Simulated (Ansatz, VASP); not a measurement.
**BeTe: VASP beside Ansatz**

INCAR

```
SYSTEM = BeTe
PREC     = Accurate       ! precision mode
ENCUT    = 600            ! plane-wave cutoff, eV
EDIFF    = 1E-6           ! SCF threshold, eV
ISMEAR   = -1             ! smearing method
SIGMA    = 0.08           ! smearing width, eV
LREAL    = .False.        ! projectors in reciprocal space
LASPH    = .True.         ! aspherical terms in the spheres
NELM     = 80             ! most SCF steps
ALGO     = Normal         ! electronic algorithm
ISIF     = 3              ! what is computed and relaxed
LWAVE    = .False.        ! write WAVECAR
LCHARG   = .False.        ! write CHGCAR
GGA      = CA             ! functional
IBRION   = 2              ! ionic algorithm
NSW      = 100            ! ionic steps
EDIFFG   = -0.002         ! ionic threshold
```

The input KPOINTS:

```
Automatic mesh
0
Gamma
  12 12 12
  0 0 0
```

File POSCAR:

```
BeTe
1.0
    2.7700000000      2.7700000000      0.0000000000
   -2.7700000000      2.7700000000      0.0000000000
    0.0000000000      2.7700000000      2.7700000000
Be Te
1 1
Direct
    0.0000000000      0.0000000000      0.0000000000
    0.7500000000      0.2500000000      0.5000000000
```

Input for Ansatz:

```yaml
crystal:
  lattice:
    - [2.77, 2.77, 0.0]
    - [-2.77, 2.77, 0.0]
    - [0.0, 2.77, 2.77]
  atoms:
    - { symbol: Be, position: [0.0, 0.0, 0.0] }
    - { symbol: Te, position: [0.75, 0.25, 0.5] }
kpoints:
  mp_grid: { grid: [12, 12, 12] }
scf:
  occupations: { method: fermi_dirac, width: 0.08 }
hamiltonian:
  xc: lda
  pseudopotentials: { kind: paw }
relax:
  f_tol: 0.002
  max_steps: 80
  cell: {}
output:
  forces: true
  stress: true
```

Alike in both runs: task relaxation of cell and atoms; functional LDA; k mesh 12 × 12 × 12; occupations fermi-dirac, width 0.08 eV; no spin polarisation.

|  | VASP | Ansatz |
| --- | --- | --- |
| version | VASP 6.6.1 | Ansatz 0.2.0 |
| potentials or method | VASP PAW LDA potentials, release 64 (Be, Te) | PAW with Ansatz's default frozen-core files, scalar-relativistic |
| plane-wave cutoff (eV) | 600 | 420 |
| valence electrons in the cell | 8 | 18 |

|  | VASP | Ansatz | Ansatz less VASP |
| --- | --- | --- | --- |
| relaxed volume (Å³/atom) | 21.51 | 21.42 | -0.090 |
| relaxed cell length with the largest relative difference (Å) | 3.933 | 3.928 | -0.0055 |

LDA's correlation is that of Perdew and Zunger in VASP and of Perdew and Wang (1992) in Ansatz. VASP's potentials hold 8 valence electrons a cell and Ansatz's 18, so a difference there can come from the potentials and not from the codes.

Spin-orbit coupling is off throughout.
